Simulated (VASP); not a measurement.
A run of VASP 6.6.1 is set up as follows.

File INCAR:

```
PREC = Accurate
ENCUT = 520
EDIFF = 1E-6
ISMEAR = -1
SIGMA = 0.05
LREAL = F
LASPH = T
NELM = 80
ALGO = Normal
ISIF = 2
LWAVE = F
LCHARG = F
GGA = PE
NBANDS = 39
```

Contents of KPOINTS:

```
Automatic mesh
0
Gamma
  8 8 5
```

Contents of POSCAR:

```
MgGe2
1.0
    5.5214850000     -1.8498460000      0.0000000000
    5.5214850000      1.8498460000      0.0000000000
   -3.2176250000      0.0000000000      6.0077740000
Ge Mg
4 2
Direct
    0.5292340000      0.5292340000      0.2936210000
    0.4707660000      0.4707660000      0.7063790000
    0.8803900000      0.8803900000      0.9854400000
    0.1196100000      0.1196100000      0.0145600000
    0.8152860000      0.8152860000      0.3492530000
    0.1847140000      0.1847140000      0.6507470000
```

Potentials or basis: VASP PAW PBE potentials, release 64 (Ge_d, Mg).

Launch:

```bash
$ cat potpaw_PBE.64/Ge_d/POTCAR potpaw_PBE.64/Mg/POTCAR > POTCAR
$ mpirun -np 1 vasp_std > vasp.out
```

**Question.** Estimate the pressure.

**Answer.** -0.5 GPa.

**Question.** What does it give for the largest force?

**Answer.** 0.124 eV/Å.

**Question.** Estimate the band gap on the k mesh.

**Answer.** Zero (bands 30 and 31 overlap by 1.85 eV).

Stress tensor (GPa, compression positive):
```
-0.61  0.00 -0.02
 0.00  0.12  0.00
-0.02  0.00 -0.97
```
